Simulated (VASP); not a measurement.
# SnO (P1) in VASP: single point with PBEsol

Aim: the single point of SnO with PBEsol.

All numbers are computed with VASP 6.6.1; they aren't measurements. Logs are shortened: lines on timing, memory, paths and dates and some standing lists are left out, and cuts for length are marked.

## Step 1: The cell of the first run

The typed cell holds 16 atoms: a = 6.596 Å, b = 6.596 Å, c = 9.216 Å, α = 90.00°, β = 90.00°, γ = 120.00°.

## Step 2: Single point, PBEsol

File INCAR:

```
SYSTEM = SnO
PREC = Accurate
ENCUT = 520
EDIFF = 1E-6
ISMEAR = -1
SIGMA = 0.146
LREAL = Auto
LASPH = .True.
NELM = 100
ALGO = Normal
ISIF = 2
LWAVE = .False.
LCHARG = .False.
GGA = PS
NBANDS = 94
```

File KPOINTS:

```
Automatic mesh
0
Gamma
  3 3 2
  0 0 0
```

File POSCAR:

```
SnO
1.0
    6.5963126664      0.0000000000      0.0000000000
   -3.2981563332      5.7125743404      0.0000000000
    0.0000000000      0.0000000000      9.2163704805
Sn O
8 8
Direct
    0.1698962723      0.3533555766     -0.0154812570
    0.3129980332      0.1544244236      0.4829746167
    0.1423780270      0.8180758309     -0.0020931233
    0.3497193603      0.6947627748      0.5059493875
    0.6828254468      0.3393835921     -0.0061211732
    0.8452929605      0.1494133729      0.4733900410
    0.6790099027      0.8403078392     -0.0013114707
    0.8361600585      0.6872988894      0.4960292134
    0.1919575316      0.3586206284      0.3754750319
    0.3407902209      0.1723119808      0.9174829742
    0.1577987324      0.8313722880      0.3625366414
    0.3519885504      0.7338722877      0.8702797937
    0.6982397258      0.3295094099      0.3884180880
    0.8325953821      0.1697583160      0.8690648902
    0.6747870210      0.8578708491      0.3418865384
    0.8110184869      0.6184987345      0.8409408038
```

Potentials or basis: VASP PAW PBE potentials, release 64 (Sn_d, O).

The run is started by

```sh
> cat potpaw_PBE.64/Sn_d/POTCAR potpaw_PBE.64/O/POTCAR > POTCAR
> mpirun -np 1 vasp_std > vasp.out
```

OUTCAR:

```text
SYSTEM = SnO
   PREC = Accurate
   ENCUT = 520
   EDIFF = 1E-6
   ISMEAR = -1
   LREAL = Auto
   LASPH = .True.
   NELM = 100
   ISIF = 2
   GGA = PS

 ion  position               nearest neighbor table
   1  0.170  0.353  0.985-  10 2.10  14 2.20  12 2.42   3 3.16   5 3.17   7 3.29   7 3.32   5 3.43
                             3 3.45
   2  0.313  0.154  0.483-   9 2.12  11 2.15  13 2.37   6 3.07   8 3.12   4 3.17   4 3.46   8 3.49
                             6 3.53
   3  0.142  0.818  0.998-  12 2.09  10 2.16  16 2.39   5 3.10   7 3.13   1 3.16   1 3.45   7 3.47
                             5 3.50
   4  0.350  0.695  0.506-   9 2.27  11 2.30  15 2.39   6 3.16   2 3.17   8 3.23   8 3.36   2 3.46
                             6 3.48
   5  0.683  0.339  0.994-  10 2.08  16 2.13  14 2.16   3 3.10   1 3.17   7 3.28   7 3.32   1 3.43
                             3 3.50
   6  0.845  0.149  0.473-  13 2.03  15 2.07   9 2.19   8 3.03   2 3.07   4 3.16   4 3.48   2 3.53
                             8 3.58
   7  0.679  0.840  0.999-  14 2.23  12 2.24  16 2.51   3 3.13   5 3.28   1 3.29   1 3.32   5 3.32
                             3 3.47
   8  0.836  0.687  0.496-  11 2.21  13 2.29  15 2.37   6 3.03   2 3.12   4 3.23   4 3.36   2 3.49
                             6 3.58
   9  0.192  0.359  0.375-   2 2.12   6 2.19   4 2.27
  10  0.341  0.172  0.917-   5 2.08   1 2.10   3 2.16
  11  0.158  0.831  0.363-   2 2.15   8 2.21   4 2.30
  12  0.352  0.734  0.870-   3 2.09   7 2.24   1 2.42
  13  0.698  0.330  0.388-   6 2.03   8 2.29   2 2.37
  14  0.833  0.170  0.869-   5 2.16   1 2.20   7 2.23
  15  0.675  0.858  0.342-   6 2.07   8 2.37   4 2.39
  16  0.811  0.618  0.841-   5 2.13   3 2.39   7 2.51

  LATTYP: Found a hexagonal cell.
 ALAT       =     6.5963126664
 C/A-ratio  =     1.3972003673

  Lattice vectors:

 A1 = (   6.5963126664,   0.0000000000,   0.0000000000)
 A2 = (  -3.2981563332,   5.7125743404,   0.0000000000)
 A3 = (   0.0000000000,   0.0000000000,   9.2163704805)

Analysis of symmetry for initial positions (statically):
=====================================================================
 Subroutine PRICEL returns:
 Original cell was already a primitive cell.

 Routine SETGRP: Setting up the symmetry group for a
 hexagonal supercell.

 Subroutine GETGRP returns: Found  1 space group operations
 (whereof  1 operations were pure point group operations)
 out of a pool of 24 trial point group operations.

The static configuration has the point symmetry C_1 .

Analysis of symmetry for dynamics (positions and initial velocities):
[... 131 lines left out ...]
   ISYM   =      2    0-nonsym 1-usesym 2-fastsym
   POTIM  = 0.5000    time-step for ionic-motion
   TEBEG  =    0.0;   TEEND  =   0.0 temperature during run
   PSTRESS=    0.0 pullay stress
   NELECT =     160.0000    total number of electrons
   NUPDOWN=      -1.0000    fix difference up-down
   EMIN   =  10.00;   EMAX   =-10.00  energy-range for DOS
   EFERMI =   0.00;   METHOD = LEGACY
   ISMEAR =    -1;   SIGMA  =   0.15  broadening in eV -4-tet -1-fermi 0-gaus
   EFERMI_NEDOS =   21; number of points for ismear=-14 and -15
   IALGO  =     38    algorithm
   IMIX   =      4    mixing-type and parameters
     AMIX     =   0.40;   BMIX     =  1.00
     AMIX_MAG =   1.60;   BMIX_MAG =  1.00
  volume/ion in A,a.u.               =      21.71       146.48
  Fermi-wavevector in a.u.,A,eV,Ry     =   1.264398  2.389366 21.751667  1.598702
  Thomas-Fermi vector in A             =   2.397705
   LORBIT       =      0    0 simple, 1 ext, 2 COOP (PROOUT), +10 PAW based schemes
   GGA     = PS    functional components
   LHFCALC =     F    Hartree Fock is set to
   AEXX    =    0.0000 exact exchange contribution
   IVDW    =     0    specifies the selected vdW correction
   LEPSILON=     F    determine dielectric tensor
   LRPA    =     F    only Hartree local field effects (RPA)
 non-spin polarized calculation
  energy-cutoff  :      520.00
  volume of cell :      347.29
 maximum number of plane-waves:      9384
 NGX is ok and might be reduce to    50
   NGX = 25   NGY = 25   NGZ = 35

 number of electron     160.0000004 magnetization

 Free energy of the ion-electron system (eV)
  ---------------------------------------------------
  ext. energy  EPLUGINS =         0.00000000
  ---------------------------------------------------
  free energy    TOTEN  =       -89.39732612 eV

  energy without entropy =      -89.34820974  energy(sigma->0) =      -89.37276793

 E-fermi :   4.3624     XC(G=0):  -9.2160

 val. band max:        3.8078095670   @ k =   0.3333   0.3333   0.0000
 cond. band min:       4.6142957269   @ k =   0.0000   0.0000   0.0000
 fundamental gap:      0.8064861599
 Fermi energy:         4.3623526090

 k-point     1 :       0.0000    0.0000    0.0000
  band No.  band energies     occupation
      1     -17.5924      2.00000
      2     -17.5340      2.00000
      3     -17.4866      2.00000
      4     -17.4464      2.00000
      5     -17.4073      2.00000
      6     -17.3332      2.00000
[... 939 lines left out ...]
     91       7.8755      0.00000
     92       8.0037      0.00000
 [bands above 92 left out]

------------------------ aborting loop because EDIFF is reached ----------------------------------------

  FORCE on cell =-STRESS in cart. coord.  units (eV):
  Direction    XX          YY          ZZ          XY          YZ          ZX
  --------------------------------------------------------------------------------------
  -------------------------------------------------------------------------------------
  Total       -0.8903648     -0.6555216    -10.3049712     -0.6528052      0.6425705      0.2550440
  in kB       -4.1075755     -3.0241585    -47.5405653     -3.0116270      2.9644103      1.1766105
  external PRESSURE =     -18.2240998 kB  Pullay stress =       0.0000000 kB

 VOLUME and BASIS-vectors are now :
 -----------------------------------------------------------------------------
  energy-cutoff  :      520.00
  volume of cell :      347.29
      direct lattice vectors                 reciprocal lattice vectors
     6.596312666  0.000000000  0.000000000     0.151599848  0.087526213  0.000000000
    -3.298156333  5.712574340  0.000000000     0.000000000  0.175052427  0.000000000
     0.000000000  0.000000000  9.216370481     0.000000000  0.000000000  0.108502583

 POSITION                                       TOTAL-FORCE (eV/Angst)
 -----------------------------------------------------------------------------------
     -0.04473      2.01857      9.07369        -0.211174      0.308540      0.106847
      1.55532      0.88216      4.45127         1.251711      0.875827      0.041546
     -1.75897      4.67332      9.19708        -0.165397      0.081692     -0.502359
      0.01542      3.96888      4.66302         0.119501     -0.447707     -1.483082
      3.38479      1.93875      9.15996         0.081684      0.440193     -0.296454
      5.08303      0.85354      4.36294        -0.297006      0.949174      0.296072
[... 8 lines left out ...]
      1.62171      4.90065      3.15095        -0.060006     -0.891114      0.818883
      3.30983      3.53322      7.75042        -0.113023      0.814082      1.461187
 -----------------------------------------------------------------------------------
    total drift:                               -0.000640      0.020337      0.004627

  FREE ENERGIE OF THE ION-ELECTRON SYSTEM (eV)
  ---------------------------------------------------
  free  energy   TOTEN  =       -89.3973261152 eV

  energy  without entropy=      -89.3482097358  energy(sigma->0) =      -89.37276793
```

stdout:

```text
POSCAR found type information on POSCAR SnO
 POSCAR found :  2 types and      16 ions
 scaLAPACK will be used
 -----------------------------------------------------------------------------
|                                                                             |
|                                                                             |
|     You enforced a specific xc type in the INCAR file but a different       |
|     I HOPE YOU KNOW WHAT YOU ARE DOING!                                     |
|                                                                             |
 -----------------------------------------------------------------------------

 LDA part: xc-table for (Slater+PW92), standard interpolation
 POSCAR, INCAR and KPOINTS ok, starting setup
 FFT: planning ... GRIDC
 FFT: planning ... GRID_SOFT
 FFT: planning ... GRID
 WAVECAR not read
 entering main loop
```

It took 13 min on 1 thread of Intel Xeon Platinum 8259CL at 2.50GHz (Skylake/Cascade Lake), shared host; peak memory 0.52 GiB.

What came out:

```
Free energy            : -89.3973 eV
Pressure               : -1.8 GPa
Largest force          : 1.676 eV/Å
Band gap on the k mesh : 0.81 eV (least direct gap 0.95 eV)
```

Forces in eV/Å, atoms in the order of the input:
```
Sn  -0.211  0.309  0.107
Sn   1.252  0.876  0.042
Sn  -0.165  0.082 -0.502
Sn   0.120 -0.448 -1.483
Sn   0.082  0.440 -0.296
Sn  -0.297  0.949  0.296
Sn  -0.287 -0.222 -1.277
Sn   0.102 -1.128 -0.930
O   -0.084  0.119  0.152
O   -0.565 -0.335 -0.749
O    0.140 -0.057  0.856
O    0.680 -0.743  0.699
O   -1.177  0.584  0.257
O    0.585 -0.349  0.551
O   -0.060 -0.891  0.819
O   -0.113  0.814  1.461
```

Caveat: the atoms stand as in a frame of molecular dynamics; the structure was generated, so it needn't be the stable form of SnO; the PAW data sets were made with another functional, which shifts forces and pressure a little; spin-orbit coupling is left out, which moves the levels of the heavy elements. A k mesh can miss the band edges.
